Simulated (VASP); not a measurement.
# K2TaAgCl6 (Fm-3m) in VASP: single point with PBE

Aim: the single point of K2TaAgCl6 with PBE.

Program: VASP 6.6.1. These are calculated values, not measurements. Logs are shortened: lines on timing, memory, paths and dates and some standing lists are left out, and cuts for length are marked.

## (1) The cell of the first run

It takes space group Fm-3m (No. 225, cubic). Conventional cell: a = 10.400 Å, b = 10.400 Å, c = 10.400 Å, α = 90.00°, β = 90.00°, γ = 90.00°. Within 4.8 Å of K (site symmetry -43m) lie 12 Cl at 3.68 Å and 4 Ta at 4.50 Å and 4 Ag at 4.50 Å. Ta (site symmetry m-3m) has 6 Cl at 2.48 Å within 3.3 Å. Ag (site symmetry m-3m) has 6 Cl at 2.72 Å within 3.6 Å. Cl (site symmetry 4mm) has 1 Ta at 2.48 Å and 1 Ag at 2.72 Å within 3.3 Å.

## (2) Single point, PBE

INCAR reads:

```
SYSTEM = K2TaAgCl6
ALGO     = Normal         ! electronic algorithm
EDIFF    = 1E-6           ! SCF threshold, eV
ENCUT    = 520            ! plane-wave cutoff, eV
GGA      = PE             ! functional
ISIF     = 2              ! what is computed and relaxed
ISMEAR   = -1             ! smearing method
LASPH    = .TRUE.         ! aspherical terms in the spheres
LCHARG   = .FALSE.        ! write CHGCAR
LREAL    = .FALSE.        ! projectors in reciprocal space
LWAVE    = .FALSE.        ! write WAVECAR
NBANDS   = 52             ! bands
NELM     = 60             ! most SCF steps
PREC     = Accurate       ! precision mode
SIGMA    = 0.1            ! smearing width, eV
```

KPOINTS reads:

```
k-points
0
G
  4 4 4
  0 0 0
```

POSCAR reads:

```
K2TaAgCl6
1.0
    0.0000000000      5.1999000000      5.1999000000
    5.1999000000      0.0000000000      5.1999000000
    5.1999000000      5.1999000000      0.0000000000
K Ta Ag Cl
2 1 1 6
Direct
    0.2500000000      0.2500000000      0.2500000000
    0.7500000000      0.7500000000      0.7500000000
    0.5000000000      0.5000000000      0.5000000000
    0.0000000000      0.0000000000      0.0000000000
    0.2615790000      0.2615790000      0.7384210000
    0.2615790000      0.7384210000      0.7384210000
    0.7384210000      0.7384210000      0.2615790000
    0.2615790000      0.7384210000      0.2615790000
    0.7384210000      0.2615790000      0.7384210000
    0.7384210000      0.2615790000      0.2615790000
```

Potentials or basis: VASP PAW PBE potentials, release 64 (K_sv, Ta_pv, Ag, Cl).

Started as:

```console
$ cat potpaw_PBE.64/K_sv/POTCAR potpaw_PBE.64/Ta_pv/POTCAR potpaw_PBE.64/Ag/POTCAR potpaw_PBE.64/Cl/POTCAR > POTCAR
$ mpirun -np 1 vasp_std > vasp.out
```

OUTCAR:

```text
SYSTEM = K2TaAgCl6
   EDIFF = 1E-6
   ENCUT = 520
   GGA = PE
   ISIF = 2
   ISMEAR = -1
   LASPH = .TRUE.
   LREAL = .FALSE.
   NELM = 60
   PREC = Accurate

 ion  position               nearest neighbor table
   1  0.250  0.250  0.250-
   2  0.750  0.750  0.750-
   3  0.500  0.500  0.500-   5 2.48   6 2.48   7 2.48   8 2.48   9 2.48  10 2.48
   4  0.000  0.000  0.000-   5 2.72   6 2.72   7 2.72   8 2.72   9 2.72  10 2.72
   5  0.262  0.262  0.738-   3 2.48   4 2.72
   6  0.262  0.738  0.738-   3 2.48   4 2.72
   7  0.738  0.738  0.262-   3 2.48   4 2.72
   8  0.262  0.738  0.262-   3 2.48   4 2.72
   9  0.738  0.262  0.738-   3 2.48   4 2.72
  10  0.738  0.262  0.262-   3 2.48   4 2.72

  LATTYP: Found a face centered cubic cell.
 ALAT       =    10.3998000000

  Lattice vectors:

 A1 = (   0.0000000000,   5.1999000000,   5.1999000000)
 A2 = (   5.1999000000,   0.0000000000,   5.1999000000)
 A3 = (   5.1999000000,   5.1999000000,   0.0000000000)

Analysis of symmetry for initial positions (statically):
=====================================================================
 Subroutine PRICEL returns:
 Original cell was already a primitive cell.

 Routine SETGRP: Setting up the symmetry group for a
 face centered cubic supercell.

 Subroutine GETGRP returns: Found 48 space group operations
 (whereof 48 operations were pure point group operations)
 out of a pool of 48 trial point group operations.

The static configuration has the point symmetry O_h .

Analysis of symmetry for dynamics (positions and initial velocities):
=====================================================================
 Subroutine PRICEL returns:
 Original cell was already a primitive cell.

 Routine SETGRP: Setting up the symmetry group for a
 face centered cubic supercell.

 Subroutine GETGRP returns: Found 48 space group operations
 (whereof 48 operations were pure point group operations)
 out of a pool of 48 trial point group operations.

The dynamic configuration has the point symmetry O_h .

 Subroutine INISYM returns: Found 48 space group operations
 (whereof 48 operations are pure point group operations),
 and found     1 'primitive' translations

----------------------------------------------------------------------------------------
[... 97 lines left out ...]
   NFREE  =      0    steps in history (QN), initial steepest desc. (CG)
   ISIF   =      2    stress and relaxation
   ISYM   =      2    0-nonsym 1-usesym 2-fastsym
   POTIM  = 0.5000    time-step for ionic-motion
   TEBEG  =    0.0;   TEEND  =   0.0 temperature during run
   PSTRESS=    0.0 pullay stress
   NELECT =      82.0000    total number of electrons
   NUPDOWN=      -1.0000    fix difference up-down
   EMIN   =  10.00;   EMAX   =-10.00  energy-range for DOS
   EFERMI =   0.00;   METHOD = LEGACY
   ISMEAR =    -1;   SIGMA  =   0.10  broadening in eV -4-tet -1-fermi 0-gaus
   EFERMI_NEDOS =   21; number of points for ismear=-14 and -15
   IALGO  =     38    algorithm
   IMIX   =      4    mixing-type and parameters
     AMIX     =   0.40;   BMIX     =  1.00
     AMIX_MAG =   1.60;   BMIX_MAG =  1.00
  volume/ion in A,a.u.               =      28.12       189.76
  Fermi-wavevector in a.u.,A,eV,Ry     =   1.085612  2.051508 16.035180  1.178552
  Thomas-Fermi vector in A             =   2.221729
   LORBIT       =      0    0 simple, 1 ext, 2 COOP (PROOUT), +10 PAW based schemes
   GGA     = PE    functional components
   LHFCALC =     F    Hartree Fock is set to
   AEXX    =    0.0000 exact exchange contribution
   IVDW    =     0    specifies the selected vdW correction
   LEPSILON=     F    determine dielectric tensor
   LRPA    =     F    only Hartree local field effects (RPA)
 non-spin polarized calculation
  energy-cutoff  :      520.00
  volume of cell :      281.20
 maximum number of plane-waves:      7631
 NGX is ok and might be reduce to    56
   NGX = 27   NGY = 27   NGZ = 27

 number of electron      81.9999996 magnetization

 Free energy of the ion-electron system (eV)
  ---------------------------------------------------
  ext. energy  EPLUGINS =         0.00000000
  ---------------------------------------------------
  free energy    TOTEN  =       -39.79082510 eV

  energy without entropy =      -39.45020870  energy(sigma->0) =      -39.62051690

 E-fermi :   3.5207     XC(G=0):  -8.1938

 val. band max:        3.5129362809   @ k =   0.5000   0.2500   0.0000
 cond. band min:       3.5456958679   @ k =  -0.2500   0.2500   0.0000
 fundamental gap:      0.0327595871
 Fermi energy:         3.5206577937

 k-point     1 :       0.0000    0.0000    0.0000
  band No.  band energies     occupation
      1     -32.6593      2.00000
      2     -32.6593      2.00000
      3     -32.6593      2.00000
      4     -28.5831      2.00000
      5     -28.5822      2.00000
      6     -13.9537      2.00000
[... 429 lines left out ...]
     51       8.2056      0.00000
     52       8.2147      0.00000

------------------------ aborting loop because EDIFF is reached ----------------------------------------

  FORCE on cell =-STRESS in cart. coord.  units (eV):
  Direction    XX          YY          ZZ          XY          YZ          ZX
  --------------------------------------------------------------------------------------
  -------------------------------------------------------------------------------------
  Total       -0.7046328     -0.7046328     -0.7046328     -0.0000000      0.0000000     -0.0000000
  in kB       -4.0147495     -4.0147495     -4.0147495     -0.0000000      0.0000000     -0.0000000
  external PRESSURE =      -4.0147495 kB  Pullay stress =       0.0000000 kB

 VOLUME and BASIS-vectors are now :
 -----------------------------------------------------------------------------
  energy-cutoff  :      520.00
  volume of cell :      281.20
      direct lattice vectors                 reciprocal lattice vectors
     0.000000000  5.199900000  5.199900000    -0.096155695  0.096155695  0.096155695
     5.199900000  0.000000000  5.199900000     0.096155695 -0.096155695  0.096155695
     5.199900000  5.199900000  0.000000000     0.096155695  0.096155695 -0.096155695

 POSITION                                       TOTAL-FORCE (eV/Angst)
 -----------------------------------------------------------------------------------
      2.59995      2.59995      2.59995         0.000000     -0.000000      0.000000
      7.79985      7.79985      7.79985        -0.000000     -0.000000     -0.000000
      5.19990      5.19990      5.19990         0.000000     -0.000000      0.000000
      0.00000      0.00000      0.00000         0.000000     -0.000000      0.000000
      5.19990      5.19990      2.72037         0.000000     -0.000000      0.115754
      7.67943      5.19990      5.19990        -0.115754     -0.000000      0.000000
      5.19990      5.19990      7.67943         0.000000     -0.000000     -0.115754
      5.19990      2.72037      5.19990         0.000000      0.115754      0.000000
      5.19990      7.67943      5.19990         0.000000     -0.115754      0.000000
      2.72037      5.19990      5.19990         0.115754     -0.000000      0.000000
 -----------------------------------------------------------------------------------
    total drift:                               -0.000000      0.000000      0.000000

  FREE ENERGIE OF THE ION-ELECTRON SYSTEM (eV)
  ---------------------------------------------------
  free  energy   TOTEN  =       -39.7908251026 eV

  energy  without entropy=      -39.4502086971  energy(sigma->0) =      -39.62051690
```

OSZICAR:

```text
N       E                     dE             d eps       ncg     rms          rms(c)
DAV:   1     0.638924718884E+03    0.63892E+03   -0.38169E+04   840   0.140E+03
DAV:   2     0.124120532457E+02   -0.62651E+03   -0.60940E+03  1036   0.338E+02
DAV:   3    -0.402998942559E+02   -0.52712E+02   -0.52251E+02  1128   0.949E+01
DAV:   4    -0.416094280648E+02   -0.13095E+01   -0.12994E+01  1040   0.158E+01
DAV:   5    -0.416983630798E+02   -0.88935E-01   -0.88910E-01  1316   0.296E+00    0.156E+01
DAV:   6    -0.399074294353E+02    0.17909E+01   -0.56637E+00   976   0.932E+00    0.834E+00
DAV:   7    -0.397893641022E+02    0.11807E+00   -0.79387E-01   964   0.401E+00    0.444E+00
DAV:   8    -0.397919477873E+02   -0.25837E-02   -0.20687E-01  1008   0.198E+00    0.119E+00
DAV:   9    -0.397902222253E+02    0.17256E-02   -0.19582E-02  1116   0.626E-01    0.307E-01
DAV:  10    -0.397905074971E+02   -0.28527E-03   -0.31705E-03  1036   0.242E-01    0.144E-01
DAV:  11    -0.397907574915E+02   -0.24999E-03   -0.63511E-04   984   0.110E-01    0.523E-02
DAV:  12    -0.397908174046E+02   -0.59913E-04   -0.13413E-04   984   0.562E-02    0.172E-02
DAV:  13    -0.397908243515E+02   -0.69469E-05   -0.37245E-05  1132   0.245E-02    0.847E-03
DAV:  14    -0.397908251026E+02   -0.75108E-06   -0.26218E-06   872   0.725E-03
   1 F= -.39790825E+02 E0= -.39620517E+02  d E =-.340616E+00
```

It took 5 min on 1 thread of AMD EPYC 7R13, shared host; peak memory 0.46 GiB.

What came out:

```
Free energy            : -39.7908 eV
Pressure               : -0.4 GPa
Largest force          : 0.116 eV/Å
Band gap on the k mesh : zero (bands 41 and 42 overlap by 0.14 eV)
```

Forces on the atoms (eV/Å):
```
K    0.000  0.000  0.000
K    0.000  0.000  0.000
Ta   0.000  0.000  0.000
Ag   0.000  0.000  0.000
Cl   0.000  0.000  0.116
Cl  -0.116  0.000  0.000
Cl   0.000  0.000 -0.116
Cl   0.000  0.116  0.000
Cl   0.000 -0.116  0.000
Cl   0.116  0.000  0.000
```

Caveat: spin-orbit coupling is left out, which moves the levels of the heavy elements.

The gap in the log of VASP goes by the Fermi energy; the results here count the filled bands.